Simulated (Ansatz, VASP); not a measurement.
Ti4Al12H: VASP beside Ansatz

```
Ti Al H
1.0
    -3.97973    3.97973    3.97973
     3.97973   -3.97973    3.97973
     3.97973    3.97973   -3.97973
Ti Al H
4 12 1
Direct
  0.49789 0.49789 0.00000
  0.00211 0.00211 0.00000
  0.00000 0.50000 0.50000
  0.50000 0.00000 0.50000
  0.25000 0.25000 0.50000
  0.75000 0.75000 0.50000
  0.75000 0.25000 0.00000
  0.25000 0.75000 0.00000
  0.25000 0.50180 0.25180
  0.75000 0.00405 0.25405
  0.75000 0.49595 0.74595
  0.25000 0.99820 0.74820
  0.50180 0.25000 0.25180
  0.00405 0.75000 0.25405
  0.99820 0.25000 0.74820
  0.49595 0.75000 0.74595
  0.25000 0.25000 0.00000
```

Alike in both runs: functional PBE; k mesh 1 × 1 × 1; occupations gaussian, width 0.1 eV; no spin polarisation.

Ansatz relaxed the structure, and its values are those at the end. VASP's run is a single point on that final structure, the one shown.

|  | VASP | Ansatz |
| --- | --- | --- |
| version | VASP 6.6.1 | Ansatz 0.2.0 |
| potentials or method | VASP PAW PBE potentials, release 64 (Ti_sv, Al, H), cutoff 520 eV | scalar-relativistic, plane waves, PAW |
| valence electrons in the cell | 85 | 85 |

```tsv
	VASP	Ansatz	Ansatz less VASP
rms of the force components (eV/Å)	0.010	0.006	-0.0042
```
